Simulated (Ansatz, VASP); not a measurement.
# Two plane-wave programs on In3P

```
CELL_PARAMETERS angstrom
-2.18386 2.18386 4.80054
2.18386 -2.18386 4.80054
2.18386 2.18386 -4.80054
ATOMIC_POSITIONS crystal
In 0.50000 0.50000 0.00000
In 0.75000 0.25000 0.50000
In 0.25000 0.75000 0.50000
P 0.00000 0.00000 0.00000
```

Change from the starting cell: species swapped into the ZrGa3 type (I4/mmm, No. 139).

Alike in both runs: task single point; functional PBE; k mesh 6 × 6 × 6; occupations gaussian, width 0.1 eV; no spin polarisation.

```csv
,VASP,Ansatz
version,VASP 6.6.1,Ansatz 0.2.0
potentials or method,"VASP PAW PBE potentials, release 64 (In_d, P), cutoff 520 eV","scalar-relativistic, plane waves, PAW"
valence electrons in the cell,44,44
```

|  | VASP | Ansatz | Ansatz less VASP |
| --- | --- | --- | --- |
| gap on the k mesh at the Fermi level (eV) | none | none | - |
| pressure (GPa) | 3.3 | 3.4 | +0.04 |
| traceless stress, the component that is largest in VASP (GPa) | -0.78 | -0.78 | +0.006 |

A gap of «none» marks a metal or a gap that the smearing closes. With one functional, cell and mesh, what is left measures potentials, basis and numerics.
